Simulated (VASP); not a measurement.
# Ca in VASP: further runs

Aim: see how the results for Ca move with the level of theory and the settings. Levels: r2SCAN, PBEsol. Tasks: single point.

All numbers are computed with VASP 6.6.1; they aren't measurements. Logs are shortened: lines on timing, memory, paths and dates and some standing lists are left out, and cuts for length are marked.

**1. The cell of the first run**

The structure is tetragonal, space group I4/mmm (No. 139). Conventional cell: a = 4.474 Å, b = 4.474 Å, c = 4.588 Å, α = 90.00°, β = 90.00°, γ = 90.00°. Ca (site symmetry 4/mmm) has 14 Ca at 3.91 to 4.59 Å within 5.1 Å.

**2. Single point, r2SCAN (strained)**

Input file POSCAR:

```
Ca
1.0
   -2.2371583227      2.2371583227      2.2938199579
    2.2371583227     -2.2371583227      2.2938199579
    2.2371583227      2.2371583227     -2.2938199579
Ca
1
Direct
    0.5000000000      0.5000000000      0.0000000000
```

Input file INCAR.step1:

```
PREC = Accurate ; ENCUT = 550
ISMEAR = 0 ; SIGMA = 0.1
LREAL = False ; LASPH = True
NELM = 120 ; NBANDS = 11
GGA = PE ; ALGO = Normal
EDIFF = 1E-5 ; LWAVE = True
LCHARG = False ; GGA_COMPAT = False
```

Input file INCAR.step2:

```
PREC = Accurate ; ENCUT = 550
EDIFF = 1E-6 ; ISMEAR = 0
SIGMA = 0.1 ; LREAL = False
LASPH = True ; NELM = 120
ALGO = Normal ; ISIF = 2
LWAVE = False ; LCHARG = False
METAGGA = R2SCAN ; LMIXTAU = True
NBANDS = 11 ; ISTART = 1
GGA_COMPAT = False
```

Input file KPOINTS:

```
regular mesh
0
Gamma
  14 14 14
```

Potentials or basis: VASP PAW PBE potentials, release 64 (Ca_sv).

The run is started by

```console
> cat potpaw_PBE.64/Ca_sv/POTCAR > POTCAR
> cp INCAR.step1 INCAR
> mpirun -np 1 vasp_std > vasp.out
> cp INCAR.step2 INCAR
> mpirun -np 1 vasp_std > vasp.out
```

OUTCAR:

```text
PREC = Accurate
   ENCUT = 550
   EDIFF = 1E-6
   ISMEAR = 0
   LREAL = False
   LASPH = True
   NELM = 120
   ISIF = 2
   METAGGA = R2SCAN
   ISTART = 1

 ion  position               nearest neighbor table
   1  0.500  0.500  0.000-

  LATTYP: Found a body centered tetragonal cell.
 ALAT       =     4.4743166454
 C/A-ratio  =     1.0253275035

  Lattice vectors:

 A1 = (  -2.2371583227,   2.2371583227,   2.2938199579)
 A2 = (   2.2371583227,  -2.2371583227,   2.2938199579)
 A3 = (   2.2371583227,   2.2371583227,  -2.2938199579)

Analysis of symmetry for initial positions (statically):
=====================================================================
 Subroutine PRICEL returns:
 Original cell was already a primitive cell.

 Routine SETGRP: Setting up the symmetry group for a
 body centered tetragonal supercell.

 Subroutine GETGRP returns: Found 16 space group operations
 (whereof 16 operations were pure point group operations)
 out of a pool of 16 trial point group operations.

The static configuration has the point symmetry D_4h.

Analysis of symmetry for dynamics (positions and initial velocities):
=====================================================================
 Subroutine PRICEL returns:
 Original cell was already a primitive cell.

 Routine SETGRP: Setting up the symmetry group for a
 body centered tetragonal supercell.

 Subroutine GETGRP returns: Found 16 space group operations
 (whereof 16 operations were pure point group operations)
 out of a pool of 16 trial point group operations.

The dynamic configuration has the point symmetry D_4h.

 Subroutine INISYM returns: Found 16 space group operations
 (whereof 16 operations are pure point group operations),
 and found     1 'primitive' translations

----------------------------------------------------------------------------------------

                                     Primitive cell

  volume of cell :      45.9212

  direct lattice vectors                    reciprocal lattice vectors
    -2.237158323  2.237158323  2.293819958     0.000000000  0.223497816  0.217977003
     2.237158323 -2.237158323  2.293819958     0.223497816  0.000000000  0.217977003
     2.237158323  2.237158323 -2.293819958     0.223497816  0.223497816  0.000000000

  length of vectors
     3.907859353  3.907859353  3.907859353     0.312194247  0.312194247  0.316073643

  position of ions in fractional coordinates (direct lattice)
     0.500000000  0.500000000  0.000000000

  ion indices of the primitive-cell ions
   primitive index   ion index
                 1           1

----------------------------------------------------------------------------------------

 KPOINTS: regular mesh

Automatic generation of k-mesh.
 Grid dimensions read from file:
 generate k-points for:   14   14   14

 Generating k-lattice:

  Cartesian coordinates                     Fractional coordinates (reciprocal lattice)
     0.000000000  0.015964130  0.015569786     0.071428571  0.000000000  0.000000000
     0.015964130  0.000000000  0.015569786     0.000000000  0.071428571  0.000000000
     0.015964130  0.015964130  0.000000000     0.000000000  0.000000000  0.071428571

  Length of vectors
     0.022299589  0.022299589  0.022576689

  Shift w.r.t. Gamma in fractional coordinates (k-lattice)
     0.000000000  0.000000000  0.000000000

 Subroutine IBZKPT returns following result:
 ===========================================

 Found    244 irreducible k-points:

 Following reciprocal coordinates:
            Coordinates               Weight
  0.000000  0.000000  0.000000      1.000000
  0.071429  0.000000 -0.000000      8.000000
  0.142857 -0.000000  0.000000      8.000000
  0.214286  0.000000 -0.000000      8.000000
  0.285714  0.000000  0.000000      8.000000
  0.357143  0.000000  0.000000      8.000000
[... 16 lines left out ...]
  0.214286  0.142857  0.000000     16.000000
  0.285714  0.142857  0.000000     16.000000
 [... further k-points ...]
   k-points           NKPTS =    244   k-points in BZ     NKDIM =    244   number of bands    NBANDS=     11
   number of dos      NEDOS =    301   number of ions     NIONS =      1
   total plane-waves  NPLWV =  27000
   dimension x,y,z NGX =    30 NGY =   30 NGZ =   30
   dimension x,y,z NGXF=    60 NGYF=   60 NGZF=   60
   ions per type =               1
   NGX,Y,Z   is equivalent  to a cutoff of  12.76, 12.76, 12.76 a.u.
   NGXF,Y,Z  is equivalent  to a cutoff of  25.52, 25.52, 25.52 a.u.
 SYSTEM =  unknown system
   PREC   = accura    normal or accurate (medium, high low for compatibility)
   ISTART =      1    job   : 0-new  1-cont  2-samecut
   ICHARG =      0    charge: 1-file 2-atom 10-const
   ISPIN  =      1    spin polarized calculation?
   LNONCOLLINEAR =      F non collinear calculations
   LSORBIT =      F    spin-orbit coupling
   LASPH  =      T    aspherical Exc in radial PAW
   ENCUT  =  550.0 eV  40.42 Ry    6.36 a.u.   7.47  7.47  7.47*2*pi/ulx,y,z
   NELM   =    120;   NELMIN=  2; NELMDL=  0     # of ELM steps
   EDIFF  = 0.1E-05   stopping-criterion for ELM
   LREAL  =      F    real-space projection
   EDIFFG = 0.1E-04   stopping-criterion for IOM
   NSW    =      0    number of steps for IOM
   IBRION =     -1    ionic relax: 0-MD 1-quasi-New 2-CG
   NFREE  =      0    steps in history (QN), initial steepest desc. (CG)
   ISIF   =      2    stress and relaxation
   ISYM   =      2    0-nonsym 1-usesym 2-fastsym
   POTIM  = 0.5000    time-step for ionic-motion
   TEBEG  =    0.0;   TEEND  =   0.0 temperature during run
   PSTRESS=    0.0 pullay stress
   NELECT =      10.0000    total number of electrons
   NUPDOWN=      -1.0000    fix difference up-down
   EMIN   =  10.00;   EMAX   =-10.00  energy-range for DOS
   EFERMI =   0.00;   METHOD = LEGACY
   ISMEAR =     0;   SIGMA  =   0.10  broadening in eV -4-tet -1-fermi 0-gaus
   EFERMI_NEDOS =   21; number of points for ismear=-14 and -15
   IALGO  =     38    algorithm
   IMIX   =      4    mixing-type and parameters
     AMIX     =   0.40;   BMIX     =  1.00
     AMIX_MAG =   1.60;   BMIX_MAG =  1.00
  volume/ion in A,a.u.               =      45.92       309.89
  Fermi-wavevector in a.u.,A,eV,Ry     =   0.984927  1.861242 13.198748  0.970081
  Thomas-Fermi vector in A             =   2.116196
   LORBIT       =      0    0 simple, 1 ext, 2 COOP (PROOUT), +10 PAW based schemes
   METAGGA = R2SCAN    functional components
   LHFCALC =     F    Hartree Fock is set to
   AEXX    =    0.0000 exact exchange contribution
   IVDW    =     0    specifies the selected vdW correction
   LEPSILON=     F    determine dielectric tensor
   LRPA    =     F    only Hartree local field effects (RPA)
 non-spin polarized calculation
 Gauss-broadening in eV      SIGMA  =   0.10
  energy-cutoff  :      550.00
  volume of cell :       45.92
 maximum number of plane-waves:      1373
 NGX is ok and might be reduce to    30
   NGX = 15   NGY = 15   NGZ = 15

 number of electron       9.9999999 magnetization

 Free energy of the ion-electron system (eV)
  ---------------------------------------------------
  ext. energy  EPLUGINS =         0.00000000
  ---------------------------------------------------
  free energy    TOTEN  =        -7.01355214 eV

  energy without entropy =       -7.00627585  energy(sigma->0) =       -7.00991399

 E-fermi :   1.7142     XC(G=0):  -7.9490

 val. band max:        1.7112114439   @ k =  -0.4286   0.5000   0.2857
 cond. band min:       1.7179409161   @ k =  -0.1429   0.5000   0.0714
 fundamental gap:      0.0067294722
 Fermi energy:         1.7141747010

 k-point     1 :       0.0000    0.0000    0.0000
  band No.  band energies     occupation
      1     -42.3262      2.00000
      2     -22.3607      2.00000
      3     -22.3607      2.00000
      4     -22.3586      2.00000
      5      -2.4576      2.00000
      6       4.2222      0.00000
      7       4.2222      0.00000
      8       4.3305      0.00000
      9       5.1990      0.00000
     10       5.3300      0.00000
     11      11.9157      0.00000

 k-point     2 :       0.0714    0.0000   -0.0000
  band No.  band energies     occupation
      1     -42.3257      2.00000
      2     -22.3654      2.00000
      3     -22.3625      2.00000
      4     -22.3594      2.00000
      5      -2.3670      2.00000
      6       4.1853      0.00000
      7       4.2017      0.00000
      8       4.3604      0.00000
      9       5.1447      0.00000
     10       5.3151      0.00000
     11      11.8275      0.00000

 k-point     3 :       0.1429   -0.0000    0.0000
  band No.  band energies     occupation
      1     -42.3243      2.00000
      2     -22.3805      2.00000
      3     -22.3675      2.00000
      4     -22.3594      2.00000
      5      -2.0988      2.00000
      6       4.0205      0.00000
      7       4.0664      0.00000
      8       4.5385      0.00000
      9       5.0442      0.00000
     10       5.3058      0.00000
     11      11.1830      0.00000

 k-point     4 :       0.2143    0.0000   -0.0000
  band No.  band energies     occupation
      1     -42.3222      2.00000
      2     -22.4025      2.00000
      3     -22.3747      2.00000
      4     -22.3593      2.00000
      5      -1.6650      2.00000
      6       3.6635      0.00000
      7       3.8681      0.00000
      8       4.8438      0.00000
      9       5.0275      0.00000
     10       5.3198      0.00000
     11      10.0561      0.00000
[... 239 lines left out ...]
 k-point    22 :       0.1429    0.1429    0.0000
  band No.  band energies     occupation
      1     -42.3211      2.00000
      2     -22.4116      2.00000
      3     -22.3759      2.00000
      4     -22.3638      2.00000
      5      -1.4195      2.00000
      6       3.5274      0.00000
      7       3.7316      0.00000
      8       4.9288      0.00000
      9       5.0305      0.00000
     10       5.4054      0.00000
     11       9.9879      0.00000

 k-point    23 :       0.2143    0.1429    0.0000
  band No.  band energies     occupation
      1     -42.3190      2.00000
      2     -22.4302      2.00000
      3     -22.3848      2.00000
      4     -22.3650      2.00000
      5      -0.8556      2.00000
      6       3.1213      0.00000
      7       3.5139      0.00000
      8       4.9865      0.00000
      9       5.3726      0.00000
     10       5.4685      0.00000
     11       8.8476      0.00000

 k-point    24 :       0.2857    0.1429    0.0000
  band No.  band energies     occupation
      1     -42.3171      2.00000
      2     -22.4464      2.00000
      3     -22.3942      2.00000
      4     -22.3655      2.00000
      5      -0.1812      2.00000
      6       2.6339      0.00000
      7       3.3347      0.00000
      8       5.0730      0.00000
      9       5.4240      0.00000
     10       5.8414      0.00000
     11       7.8507      0.00000

 [... further k-points ...]

------------------------ aborting loop because EDIFF is reached ----------------------------------------

  FORCE on cell =-STRESS in cart. coord.  units (eV):
  Direction    XX          YY          ZZ          XY          YZ          ZX
  --------------------------------------------------------------------------------------
  -------------------------------------------------------------------------------------
  Total       -0.2642976     -0.2642976     -0.2539730      0.0000000      0.0000000      0.0000000
  in kB       -9.2212765     -9.2212765     -8.8610547      0.0000000      0.0000000      0.0000000
  external PRESSURE =      -9.1012026 kB  Pullay stress =       0.0000000 kB

 VOLUME and BASIS-vectors are now :
 -----------------------------------------------------------------------------
  energy-cutoff  :      550.00
  volume of cell :       45.92
      direct lattice vectors                 reciprocal lattice vectors
    -2.237158323  2.237158323  2.293819958     0.000000000  0.223497816  0.217977003
     2.237158323 -2.237158323  2.293819958     0.223497816  0.000000000  0.217977003
     2.237158323  2.237158323 -2.293819958     0.223497816  0.223497816  0.000000000

 POSITION                                       TOTAL-FORCE (eV/Angst)
 -----------------------------------------------------------------------------------
      0.00000      0.00000      2.29382        -0.000000     -0.000000      0.000000
 -----------------------------------------------------------------------------------
    total drift:                                0.000000     -0.000000      0.000000

  FREE ENERGIE OF THE ION-ELECTRON SYSTEM (eV)
  ---------------------------------------------------
  free  energy   TOTEN  =        -7.0135521364 eV

  energy  without entropy=       -7.0062758479  energy(sigma->0) =       -7.00991399
```

Wall time 4.2 min (1 thread of Intel Xeon Platinum 8488C (Sapphire Rapids), shared host); peak memory 0.27 GiB.

Results:

```
Free energy            : -7.0136 eV
Pressure               : -0.9 GPa
Band gap on the k mesh : zero (bands 5 and 6 overlap by 0.47 eV)
```

Levels at points of the mesh, in eV from the Fermi level:
| k point | band 2 | band 3 | band 4 | band 5 | band 6 | band 7 | band 8 | band 9 |
| --- | --- | --- | --- | --- | --- | --- | --- | --- |
| (0.00, 0.00, 0.00) | -24.07 | -24.07 | -24.07 | -4.17 | 2.51 | 2.51 | 2.62 | 3.48 |
| (0.50, 0.00, 0.00) | -24.18 | -24.11 | -24.07 | -0.83 | -0.22 | 1.63 | 3.40 | 3.81 |
| (0.50, 0.50, 0.00) | -24.18 | -24.11 | -24.08 | -0.78 | -0.14 | 1.49 | 3.54 | 3.85 |
| (0.50, 0.50, 0.50) | -24.15 | -24.15 | -24.15 | 0.20 | 0.26 | 3.57 | 3.99 | 3.99 |

Caveat: the cell differs from its parent crystal (strained); the PAW data sets were made with another functional, which shifts forces and pressure a little.

**3. Single point, PBEsol (strained)**

Input file INCAR:

```
SYSTEM = Ca
  ALGO = Normal
  EDIFF = 1E-7
  ENCUT = 520
  GGA = PS
  ISIF = 2
  ISMEAR = 0
  LASPH = .TRUE.
  LCHARG = .TRUE.
  LELF = .TRUE.
  LREAL = .FALSE.
  LVHAR = .TRUE.
  LWAVE = .FALSE.
  NBANDS = 11
  NELM = 100
  PREC = Accurate
  SIGMA = 0.1
```

Input file KPOINTS:

```
k-points
0
G
  12 12 12
  0 0 0
```

Input file POSCAR:

```
Ca
1.0
   -2.1982144041      2.1982144041      2.1300995988
    2.1982144041     -2.1982144041      2.1300995988
    2.2119307786      2.2119307786     -2.1300995988
Ca
1
Direct
    0.5000000000      0.5000000000      0.0000000000
```

Potentials or basis: VASP PAW PBE potentials, release 64 (Ca_sv).

The run is started by

```console
> cat potpaw_PBE.64/Ca_sv/POTCAR > POTCAR
> mpirun -np 1 vasp_std > vasp.out
```

Wall time 44 s (1 thread of AMD EPYC 9R45 (Zen 5), shared host); peak memory 0.22 GiB.

Results (log left out):

* Free energy: -2.1194 eV
* Pressure: -0.4 GPa
* Band gap on the k mesh: zero (bands 5 and 6 overlap by 0.42 eV)

Stress tensor (GPa, compression positive):
```
-0.39 -0.07  0.00
-0.07 -0.39  0.00
 0.00  0.00 -0.44
```

Levels at points of the mesh, in eV from the Fermi level:
```csv
k point,band 3,band 4,band 5,band 6,band 7,band 8
"(0.00, 0.00, 0.00)",-22.84,-22.84,-4.13,2.19,2.33,2.37
"(0.50, 0.00, 0.00)",-22.89,-22.84,-0.92,0.02,1.25,3.32
"(0.50, 0.50, 0.00)",-22.90,-22.84,-0.98,-0.07,1.46,3.14
"(0.00, 0.00, 0.50)",-22.89,-22.84,-1.01,-0.12,1.44,3.17
"(0.50, 0.50, 0.50)",-22.95,-22.95,-0.02,0.04,3.77,3.78
```

Caveat: the cell differs from its parent crystal (strained); the PAW data sets were made with another functional, which shifts forces and pressure a little.
